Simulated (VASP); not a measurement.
# BAs (rocksalt type) (Fm-3m) in VASP: settings compared

The runs below take BAs (rocksalt type) through single point, with LDA, PBE.

Everything below comes from runs of VASP 6.6.1. Logs are shortened: lines on timing, memory, paths and dates and some standing lists are left out, and cuts for length are marked.

**1. The cell of the first run**

The structure is cubic, space group Fm-3m (No. 225). The conventional cell has a = 4.674 Å, b = 4.674 Å, c = 4.674 Å, α = 90.00°, β = 90.00°, γ = 90.00°. Within 3.1 Å of B (site symmetry m-3m) lie 6 As at 2.34 Å. Within 3.1 Å of As (site symmetry m-3m) lie 6 B at 2.34 Å.

**2. Single point, LDA, collinear spin, ferromagnetic start**

Input file INCAR:

```
ALGO = Normal ; EDIFF = 1E-6
ENCUT = 520 ; GGA = CA
ISIF = 2 ; ISMEAR = -1
ISPIN = 2 ; LASPH = T
LCHARG = F ; LORBIT = 11
LREAL = F ; LWAVE = F
MAGMOM = 2 2 ; NBANDS = 15
NELM = 150 ; PREC = Accurate
SIGMA = 0.05
```

Input file KPOINTS:

```
k-points
0
Gamma
  14 14 14
```

Input file POSCAR:

```
BAs
1.0
    0.0000000000      2.3372040735      2.3372040735
    2.3372040735      0.0000000000      2.3372040735
    2.3372040735      2.3372040735      0.0000000000
B As
1 1
Direct
    0.0000000000      0.0000000000      0.0000000000
    0.5000000000      0.5000000000      0.5000000000
```

Potentials or basis: VASP PAW LDA potentials, release 64 (B, As).

Started as:

```
$ cat potpaw_LDA.64/B/POTCAR potpaw_LDA.64/As/POTCAR > POTCAR
$ mpirun -np 1 vasp_std > vasp.out
```

OUTCAR:

```text
EDIFF = 1E-6
   ENCUT = 520
   GGA = CA
   ISIF = 2
   ISMEAR = -1
   ISPIN = 2
   LASPH = T
   LORBIT = 11
   LREAL = F
   NELM = 150
   PREC = Accurate

 ion  position               nearest neighbor table
   1  0.000  0.000  0.000-   2 2.34   2 2.34   2 2.34   2 2.34   2 2.34   2 2.34
   2  0.500  0.500  0.500-   1 2.34   1 2.34   1 2.34   1 2.34   1 2.34   1 2.34

  LATTYP: Found a face centered cubic cell.
 ALAT       =     4.6744081470

  Lattice vectors:

 A1 = (   0.0000000000,   2.3372040735,   2.3372040735)
 A2 = (   2.3372040735,   0.0000000000,   2.3372040735)
 A3 = (   2.3372040735,   2.3372040735,   0.0000000000)

Analysis of symmetry for initial positions (statically):
=====================================================================
 Subroutine PRICEL returns:
 Original cell was already a primitive cell.

 Routine SETGRP: Setting up the symmetry group for a
 face centered cubic supercell.

 Subroutine GETGRP returns: Found 48 space group operations
[... 9 lines left out ...]

 Routine SETGRP: Setting up the symmetry group for a
 face centered cubic supercell.

 Subroutine GETGRP returns: Found 48 space group operations
 (whereof 48 operations were pure point group operations)
 out of a pool of 48 trial point group operations.

The dynamic configuration has the point symmetry O_h .

Analysis of structural, dynamic, and magnetic symmetry:
=====================================================================
 Subroutine PRICEL returns:
 Original cell was already a primitive cell.

 Routine SETGRP: Setting up the symmetry group for a
 face centered cubic supercell.

 Subroutine GETGRP returns: Found 48 space group operations
 (whereof 48 operations were pure point group operations)
 out of a pool of 48 trial point group operations.

The overall configuration has the point symmetry O_h .

 Subroutine INISYM returns: Found 48 space group operations
[... 5 lines left out ...]
                                     Primitive cell

  volume of cell :      25.5341

  direct lattice vectors                    reciprocal lattice vectors
     0.000000000  2.337204074  2.337204074    -0.213930827  0.213930827  0.213930827
     2.337204074  0.000000000  2.337204074     0.213930827 -0.213930827  0.213930827
     2.337204074  2.337204074  0.000000000     0.213930827  0.213930827 -0.213930827

  length of vectors
     3.305305699  3.305305699  3.305305699     0.370539061  0.370539061  0.370539061

  position of ions in fractional coordinates (direct lattice)
     0.000000000  0.000000000  0.000000000
     0.500000000  0.500000000  0.500000000

  ion indices of the primitive-cell ions
   primitive index   ion index
                 1           1
                 2           2

[... 125 lines left out ...]
 fundamental gap:      0.0892577711
 Fermi energy:         6.8792847101

 spin component 1

 k-point     1 :       0.0000    0.0000    0.0000
  band No.  band energies     occupation
      1      -8.6031      1.00000
      2       6.8475      0.65364
      3       6.8475      0.65364
      4       6.8475      0.65364
      5       9.8265      0.00000
      6      14.1825      0.00000
      7      14.1825      0.00000
      8      14.1825      0.00000
      9      15.7741      0.00000
     10      15.7741      0.00000
     11      15.7741      0.00000
     12      19.3284      0.00000
     13      19.9972      0.00000
     14      19.9972      0.00000
[... 403 lines left out ...]
      4       6.4961      0.99953
      5       7.7263      0.00000
      6      13.0765      0.00000
      7      13.5089      0.00000
      8      13.8286      0.00000
      9      14.5734      0.00000
     10      19.6977      0.00000
     11      20.0697      0.00000
     12      22.9799      0.00000
     13      24.5854      0.00000
     14      26.2930      0.00000
     15      28.1949      0.00000

 [... further k-points ...]

 spin component 2

 k-point     1 :       0.0000    0.0000    0.0000
  band No.  band energies     occupation
      1      -8.6031      1.00000
      2       6.8475      0.65365
      3       6.8475      0.65365
      4       6.8475      0.65365
      5       9.8265      0.00000
      6      14.1825      0.00000
      7      14.1825      0.00000
      8      14.1825      0.00000
      9      15.7742      0.00000
     10      15.7742      0.00000
     11      15.7742      0.00000
     12      19.3288      0.00000
     13      19.9972      0.00000
     14      19.9972      0.00000
[... 403 lines left out ...]
      4       6.4961      0.99953
      5       7.7264      0.00000
      6      13.0765      0.00000
      7      13.5090      0.00000
      8      13.8287      0.00000
      9      14.5735      0.00000
     10      19.6978      0.00000
     11      20.0698      0.00000
     12      22.9798      0.00000
     13      24.5855      0.00000
     14      26.2933      0.00000
     15      28.1950      0.00000

 [... further k-points ...]

------------------------ aborting loop because EDIFF is reached ----------------------------------------

  FORCE on cell =-STRESS in cart. coord.  units (eV):
  Direction    XX          YY          ZZ          XY          YZ          ZX
  --------------------------------------------------------------------------------------
  -------------------------------------------------------------------------------------
  Total       -1.6523563     -1.6523563     -1.6523563     -0.0000000      0.0000000     -0.0000000
  in kB     -103.6798583   -103.6798583   -103.6798583     -0.0000000      0.0000000     -0.0000000
  external PRESSURE =    -103.6798583 kB  Pullay stress =       0.0000000 kB

 VOLUME and BASIS-vectors are now :
 -----------------------------------------------------------------------------
  energy-cutoff  :      520.00
  volume of cell :       25.53
      direct lattice vectors                 reciprocal lattice vectors
     0.000000000  2.337204074  2.337204074    -0.213930827  0.213930827  0.213930827
     2.337204074  0.000000000  2.337204074     0.213930827 -0.213930827  0.213930827
     2.337204074  2.337204074  0.000000000     0.213930827  0.213930827 -0.213930827

 POSITION                                       TOTAL-FORCE (eV/Angst)
 -----------------------------------------------------------------------------------
      0.00000      0.00000      0.00000         0.000000     -0.000000      0.000000
      2.33720      2.33720      2.33720        -0.000000      0.000000     -0.000000
 -----------------------------------------------------------------------------------
    total drift:                                0.000000      0.000000      0.000000

  FREE ENERGIE OF THE ION-ELECTRON SYSTEM (eV)
  ---------------------------------------------------
  free  energy   TOTEN  =       -11.1246184642 eV

  energy  without entropy=      -11.1176811234  energy(sigma->0) =      -11.12114979

 total charge

# of ion       s       p       d       tot
------------------------------------------
    1        0.706   0.913   0.000   1.619
    2        1.264   1.385   0.087   2.736
--------------------------------------------------
tot          1.969   2.298   0.087   4.355

 magnetization (x)

# of ion       s       p       d       tot
------------------------------------------
    1        0.000   0.000   0.000   0.000
    2       -0.000  -0.000   0.000  -0.000
--------------------------------------------------
tot          0.000  -0.000   0.000   0.000
```

Wall time 45 s (1 thread of Intel Xeon Platinum 8488C (Sapphire Rapids), shared host); peak memory 0.19 GiB.

What came out:

```yaml
Free_energy: -11.1246 eV
Pressure: -10.4 GPa
Band_gap_on_the_k_mesh: zero (filled and empty bands overlap)
Net_moment: 0.00 μB per cell
Valence_electrons_inside_the_program's_atomic_spheres: B 1.62; As 2.74
```

**3. Single point, PBE**

This run uses another cell than the first one, of 12.28 Å³/atom, 0.962 times its volume.

Input file INCAR:

```
PREC = Accurate
ENCUT = 520
EDIFF = 1E-7
ISMEAR = -1
SIGMA = 0.05
LREAL = False
LASPH = True
NELM = 100
ALGO = Normal
ISIF = 2
LWAVE = False
LCHARG = False
GGA = PE
NBANDS = 11
```

Input file KPOINTS:

```
regular mesh
0
Gamma
  14 14 14
```

Input file POSCAR:

```
BAs
1.0
    0.0000000000      2.3068473380      2.3068473380
    2.3068473380      0.0000000000      2.3068473380
    2.3068473380      2.3068473380      0.0000000000
B As
1 1
Direct
    0.0000000000      0.0000000000      0.0000000000
    0.5000000000      0.5000000000      0.5000000000
```

Potentials or basis: VASP PAW PBE potentials, release 64 (B, As).

Started as:

```
$ cat potpaw_PBE.64/B/POTCAR potpaw_PBE.64/As/POTCAR > POTCAR
$ mpirun -np 1 vasp_std > vasp.out
```

It took 12 s on 1 thread of AMD EPYC 9R45 (Zen 5), shared host; peak memory 0.12 GiB.

The run converged. Its results:

```yaml
Free_energy: -9.6336 eV
Pressure: 0.3 GPa
Band_gap_on_the_k_mesh: zero (band 4 reaches 8.85 eV, above the bottom of band 5 at 3.88 eV)
```

Levels at points of the mesh, in eV from the Fermi level:
```tsv
k point	band 1	band 2	band 3	band 4	band 5	band 6	band 7	band 8	band 9
(0.00, 0.00, 0.00)	-15.90	-0.02	-0.02	-0.02	3.45	7.67	7.67	7.67	8.87
(0.50, 0.00, 0.00)	-12.15	-9.69	1.06	1.06	1.34	1.34	4.13	5.44	13.74
(0.50, 0.50, 0.00)	-10.72	-7.87	-3.72	-3.72	-3.39	3.70	10.56	10.56	12.60
```

**4. Single point, PBE**

This run uses another cell than the first one, of 12.28 Å³/atom, 0.962 times its volume.

Input file INCAR:

```
SYSTEM = BAs
PREC = Accurate ; ENCUT = 520
EDIFF = 1E-6 ; ISMEAR = -1
SIGMA = 0.05 ; LREAL = .FALSE.
LASPH = .TRUE. ; NELM = 60
ALGO = Normal ; ISIF = 2
LWAVE = .FALSE. ; LCHARG = .FALSE.
GGA = PE ; NBANDS = 11
```

Input file KPOINTS:

```
Automatic mesh
0
G
  14 14 14
  0 0 0
```

POSCAR is that of step 3.

Started as:

```
$ cat potpaw_PBE.64/B/POTCAR potpaw_PBE.64/As/POTCAR > POTCAR
$ mpirun -np 1 vasp_std > vasp.out
```

It took 11 s on 1 thread of AMD EPYC 9R45 (Zen 5), shared host; peak memory 0.12 GiB.

It converged, with:

* Free energy: -9.6336 eV
* Pressure: 0.3 GPa
* Band gap on the k mesh: zero (band 4 reaches 8.85 eV, above the bottom of band 5 at 3.88 eV)

Levels at points of the mesh, in eV from the Fermi level:
```tsv
k point	band 2	band 3	band 4	band 5	band 6	band 7
(0.00, 0.00, 0.00)	-0.02	-0.02	-0.02	3.45	7.67	7.67
(0.50, 0.00, 0.00)	-9.69	1.06	1.06	1.34	1.34	4.13
(0.50, 0.50, 0.00)	-7.87	-3.72	-3.72	-3.39	3.70	10.56
```
